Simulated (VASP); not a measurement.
# As in VASP: a series of runs

Runs on As. Level: PBE+D3(BJ). Tasks: single point.

Program: VASP 6.6.1. These are calculated values, not measurements. Logs are shortened: lines on timing, memory, paths and dates and some standing lists are left out, and cuts for length are marked.

### 1 The cell of the first run

The cell holds a slab with vacuum, 2 atoms: a = 3.750 Å, b = 3.750 Å, c = 28.574 Å, α = 90.00°, β = 90.00°, γ = 120.00°.

### 2 Single point, PBE+D3(BJ)

INCAR

```
SYSTEM = As
PREC = Accurate
ENCUT = 520
EDIFF = 1E-6
ISMEAR = 0
SIGMA = 0.02
LREAL = .FALSE.
LASPH = .TRUE.
NELM = 100
ALGO = Normal
ISIF = 2
LWAVE = .FALSE.
LCHARG = .FALSE.
LDIPOL = .TRUE.
IDIPOL = 3
DIPOL = 0.5 0.5 0.500
GGA = PE
IVDW = 12
NBANDS = 12
```

KPOINTS

```
Automatic mesh
0
G
  9 9 1
  0 0 0
```

POSCAR

```
As
1.0
    3.7500000000      0.0000000000      0.0000000000
   -1.8750000000      3.2475952642      0.0000000000
    0.0000000000      0.0000000000     28.5742413766
As
2
Direct
    0.3333333333      0.6666666667      0.5000000000
    0.6666666667      0.3333333333      0.5000000000
```

Potentials or basis: VASP PAW PBE potentials, release 64 (As).

The run is started by

```sh
cat potpaw_PBE.64/As/POTCAR > POTCAR
mpirun -np 1 vasp_std > vasp.out
```

OUTCAR:

```text
SYSTEM = As
   PREC = Accurate
   ENCUT = 520
   EDIFF = 1E-6
   ISMEAR = 0
   LREAL = .FALSE.
   LASPH = .TRUE.
   NELM = 100
   ISIF = 2
   GGA = PE
   IVDW = 12
 IVDW          = 12

 ion  position               nearest neighbor table
   1  0.333  0.667  0.500-   2 2.17   2 2.17   2 2.17
   2  0.667  0.333  0.500-   1 2.17   1 2.17   1 2.17

  LATTYP: Found a hexagonal cell.
 ALAT       =     3.7500000000
 C/A-ratio  =     7.6197977004

  Lattice vectors:

 A1 = (   3.7500000000,   0.0000000000,   0.0000000000)
 A2 = (  -1.8750000000,   3.2475952642,   0.0000000000)
 A3 = (   0.0000000000,   0.0000000000,  28.5742413766)

Analysis of symmetry for initial positions (statically):
=====================================================================
 Subroutine PRICEL returns:
 Original cell was already a primitive cell.

 Routine SETGRP: Setting up the symmetry group for a
 hexagonal supercell.

 Subroutine GETGRP returns: Found 24 space group operations
 (whereof 24 operations were pure point group operations)
 out of a pool of 24 trial point group operations.

The static configuration has the point symmetry D_6h.

Analysis of symmetry for dynamics (positions and initial velocities):
=====================================================================
 Subroutine PRICEL returns:
 Original cell was already a primitive cell.

 Routine SETGRP: Setting up the symmetry group for a
 hexagonal supercell.

 Subroutine GETGRP returns: Found 24 space group operations
 (whereof 24 operations were pure point group operations)
 out of a pool of 24 trial point group operations.

The dynamic configuration has the point symmetry D_6h.

 Subroutine INISYM returns: Found 24 space group operations
 (whereof 24 operations are pure point group operations),
 and found     1 'primitive' translations

----------------------------------------------------------------------------------------

                                     Primitive cell

  volume of cell :     347.9909

  direct lattice vectors                    reciprocal lattice vectors
     3.750000000  0.000000000  0.000000000     0.266666667  0.153960072  0.000000000
    -1.875000000  3.247595264  0.000000000     0.000000000  0.307920144  0.000000000
     0.000000000  0.000000000 28.574241377     0.000000000  0.000000000  0.034996555

  length of vectors
     3.750000000  3.750000000 28.574241377     0.307920144  0.307920144  0.034996555

  position of ions in fractional coordinates (direct lattice)
     0.333333333  0.666666667  0.500000000
     0.666666667  0.333333333  0.500000000

  ion indices of the primitive-cell ions
   primitive index   ion index
                 1           1
                 2           2

----------------------------------------------------------------------------------------

 KPOINTS: Automatic mesh

Automatic generation of k-mesh.
 Grid dimensions read from file:
 generate k-points for:    9    9    1

 Generating k-lattice:

  Cartesian coordinates                     Fractional coordinates (reciprocal lattice)
     0.029629630  0.017106675  0.000000000     0.111111111  0.000000000  0.000000000
     0.000000000  0.034213349  0.000000000     0.000000000  0.111111111  0.000000000
     0.000000000  0.000000000  0.034996555     0.000000000  0.000000000  1.000000000

  Length of vectors
     0.034213349  0.034213349  0.034996555

  Shift w.r.t. Gamma in fractional coordinates (k-lattice)
     0.000000000  0.000000000  0.000000000

 Subroutine IBZKPT returns following result:
 ===========================================

 Found     12 irreducible k-points:

 Following reciprocal coordinates:
            Coordinates               Weight
  0.000000  0.000000  0.000000      1.000000
  0.111111  0.000000  0.000000      6.000000
  0.222222 -0.000000  0.000000      6.000000
  0.333333  0.000000  0.000000      6.000000
  0.444444 -0.000000  0.000000      6.000000
  0.111111  0.111111  0.000000      6.000000
  0.222222  0.111111  0.000000     12.000000
  0.333333  0.111111  0.000000     12.000000
  0.444444  0.111111  0.000000      6.000000
  0.222222  0.222222  0.000000      6.000000
  0.333333  0.222222  0.000000     12.000000
  0.333333  0.333333  0.000000      2.000000
   k-points           NKPTS =     12   k-points in BZ     NKDIM =     12   number of bands    NBANDS=     12
   number of dos      NEDOS =    301   number of ions     NIONS =      2
   total plane-waves  NPLWV = 169344
   dimension x,y,z NGX =    28 NGY =   28 NGZ =  216
   dimension x,y,z NGXF=    56 NGYF=   56 NGZF=  432
   ions per type =               2
   NGX,Y,Z   is equivalent  to a cutoff of  12.41, 12.41, 12.57 a.u.
   NGXF,Y,Z  is equivalent  to a cutoff of  24.83, 24.83, 25.13 a.u.
 SYSTEM =  As
   PREC   = accura    normal or accurate (medium, high low for compatibility)
   ISTART =      0    job   : 0-new  1-cont  2-samecut
   ICHARG =      2    charge: 1-file 2-atom 10-const
   ISPIN  =      1    spin polarized calculation?
   LNONCOLLINEAR =      F non collinear calculations
   LSORBIT =      F    spin-orbit coupling
   LASPH  =      T    aspherical Exc in radial PAW
   ENCUT  =  520.0 eV  38.22 Ry    6.18 a.u.   6.97  6.97 53.13*2*pi/ulx,y,z
   NELM   =    100;   NELMIN=  2; NELMDL= -5     # of ELM steps
   EDIFF  = 0.1E-05   stopping-criterion for ELM
   LREAL  =      F    real-space projection
[... 7 lines left out ...]
   TEBEG  =    0.0;   TEEND  =   0.0 temperature during run
   PSTRESS=    0.0 pullay stress
   NELECT =      10.0000    total number of electrons
   NUPDOWN=      -1.0000    fix difference up-down
   EMIN   =  10.00;   EMAX   =-10.00  energy-range for DOS
   EFERMI =   0.00;   METHOD = LEGACY
   ISMEAR =     0;   SIGMA  =   0.02  broadening in eV -4-tet -1-fermi 0-gaus
   EFERMI_NEDOS =   21; number of points for ismear=-14 and -15
   IALGO  =     38    algorithm
   IMIX   =      4    mixing-type and parameters
     AMIX     =   0.40;   BMIX     =  1.00
     AMIX_MAG =   1.60;   BMIX_MAG =  1.00
  volume/ion in A,a.u.               =     174.00      1174.18
  Fermi-wavevector in a.u.,A,eV,Ry     =   0.501440  0.947584  3.421075  0.251442
  Thomas-Fermi vector in A             =   1.509953
   LORBIT       =      0    0 simple, 1 ext, 2 COOP (PROOUT), +10 PAW based schemes
   GGA     = PE    functional components
   LHFCALC =     F    Hartree Fock is set to
   AEXX    =    0.0000 exact exchange contribution
   IVDW    =    12    specifies the selected vdW correction
   LEPSILON=     F    determine dielectric tensor
   LRPA    =     F    only Hartree local field effects (RPA)
 non-spin polarized calculation
 Gauss-broadening in eV      SIGMA  =   0.02
  energy-cutoff  :      520.00
  volume of cell :      347.99
 maximum number of plane-waves:      9407
 NGX is ok and might be reduce to    28
   NGX = 13   NGY = 13   NGZ =107

 dipolmoment           0.000000      0.000000      0.000000 electrons x Angstroem

 number of electron      10.0000001 magnetization

 dipolmoment           0.000000      0.000000     -0.000000 electrons x Angstroem

 Free energy of the ion-electron system (eV)
  ---------------------------------------------------
  ext. energy  EPLUGINS =         0.00000000
  ---------------------------------------------------
  free energy    TOTEN  =        -6.06626970 eV

  energy without entropy =       -6.06459461  energy(sigma->0) =       -6.06543215

 E-fermi :  -2.9411     XC(G=0):  -1.5717

 val. band max:       -3.1789254164   @ k =   0.3333   0.1111   0.0000
 cond. band min:      -2.9410424454   @ k =   0.2222   0.1111   0.0000
 fundamental gap:      0.2378829710
 Fermi energy:        -2.9410501271

 k-point     1 :       0.0000    0.0000    0.0000
  band No.  band energies     occupation
      1     -19.1844      2.00000
      2      -8.0897      2.00000
      3      -7.1952      2.00000
      4      -7.1952      2.00000
      5      -5.9819      2.00000
      6      -1.2379      0.00000
      7      -1.2379      0.00000
      8      -0.3233      0.00000
      9       0.8936      0.00000
     10       1.1945      0.00000
     11       1.5822      0.00000
     12       1.7408      0.00000

 k-point     2 :       0.1111    0.0000    0.0000
  band No.  band energies     occupation
      1     -19.0290      2.00000
      2      -8.9537      2.00000
      3      -7.9317      2.00000
      4      -7.4703      2.00000
      5      -4.4638      2.00000
      6      -1.2269      0.00000
      7      -0.6351      0.00000
      8      -0.1387      0.00000
      9       1.0348      0.00000
     10       1.0707      0.00000
     11       1.3706      0.00000
     12       1.7562      0.00000

 k-point     3 :       0.2222   -0.0000    0.0000
  band No.  band energies     occupation
      1     -18.5696      2.00000
      2     -11.0840      2.00000
      3      -8.0335      2.00000
      4      -7.4667      2.00000
      5      -3.7722      2.00000
      6      -0.4672      0.00000
      7      -0.0584      0.00000
      8       0.4005      0.00000
      9       0.9034      0.00000
     10       1.5757      0.00000
     11       1.8985      0.00000
     12       2.2768      0.00000
[... 106 lines left out ...]
 k-point    11 :       0.3333    0.2222    0.0000
  band No.  band energies     occupation
      1     -16.5409      2.00000
      2     -14.7536      2.00000
      3     -10.2085      2.00000
      4      -5.4585      2.00000
      5      -3.7349      2.00000
      6      -1.1459      0.00000
      7       1.6717      0.00000
      8       1.7182      0.00000
      9       2.7842      0.00000
     10       4.3164      0.00000
     11       4.4794      0.00000
     12       4.5311      0.00000

 k-point    12 :       0.3333    0.3333    0.0000
  band No.  band energies     occupation
      1     -15.6578      2.00000
      2     -15.6578      2.00000
      3     -10.5902      2.00000
      4      -4.6037      2.00000
      5      -4.6037      2.00000
      6       1.0367      0.00000
      7       1.0367      0.00000
      8       1.2988      0.00000
      9       2.6367      0.00000
     10       4.1910      0.00000
     11       4.1910      0.00000
     12       5.2675      0.00000

------------------------ aborting loop because EDIFF is reached ----------------------------------------

 vacuum level on the upper side and lower side of the slab       (xc-potential included)        -0.007        -0.007

 Edisp (eV)   -0.39938

 E8    (eV) :    -0.1819

  FORCE on cell =-STRESS in cart. coord.  units (eV):
  Direction    XX          YY          ZZ          XY          YZ          ZX
  --------------------------------------------------------------------------------------
  -------------------------------------------------------------------------------------
  Total      15.97277    15.97277    -0.00252     0.00000     0.00000     0.00000
  in kB      73.53990    73.53990    -0.01161     0.00000     0.00000     0.00000
  external pressure =       49.02 kB  Pullay stress =        0.00 kB

 VOLUME and BASIS-vectors are now :
 -----------------------------------------------------------------------------
  energy-cutoff  :      520.00
  volume of cell :      347.99
      direct lattice vectors                 reciprocal lattice vectors
     3.750000000  0.000000000  0.000000000     0.266666667  0.153960072  0.000000000
    -1.875000000  3.247595264  0.000000000     0.000000000  0.307920144  0.000000000
     0.000000000  0.000000000 28.574241377     0.000000000  0.000000000  0.034996555

 POSITION                                       TOTAL-FORCE (eV/Angst)
 -----------------------------------------------------------------------------------
     -0.00000      2.16506     14.28712         0.000000      0.000000      0.000000
      1.87500      1.08253     14.28712        -0.000000      0.000000      0.000000
 -----------------------------------------------------------------------------------
    total drift:                               -0.000000     -0.000000     -0.000000

  FREE ENERGIE OF THE ION-ELECTRON SYSTEM (eV)
  ---------------------------------------------------
  free  energy   TOTEN  =        -6.4656520257 eV

  energy  without entropy=       -6.4639769306  energy(sigma->0) =       -6.46481448

 vacuum level on the upper side and lower side of the slab         1.157         1.157
```

It took 78 s on 1 thread of Intel Xeon Platinum 8259CL at 2.50GHz (Skylake/Cascade Lake), shared host; peak memory 0.39 GiB.

Results:

- Free energy: -6.4657 eV
- Band gap on the k mesh: zero (bands 5 and 6 overlap by 0.73 eV)
- Dispersion energy per atom: -0.200 eV

[end of part 1 of 2]

The gap in the log of VASP goes by the Fermi energy; the results here count the filled bands.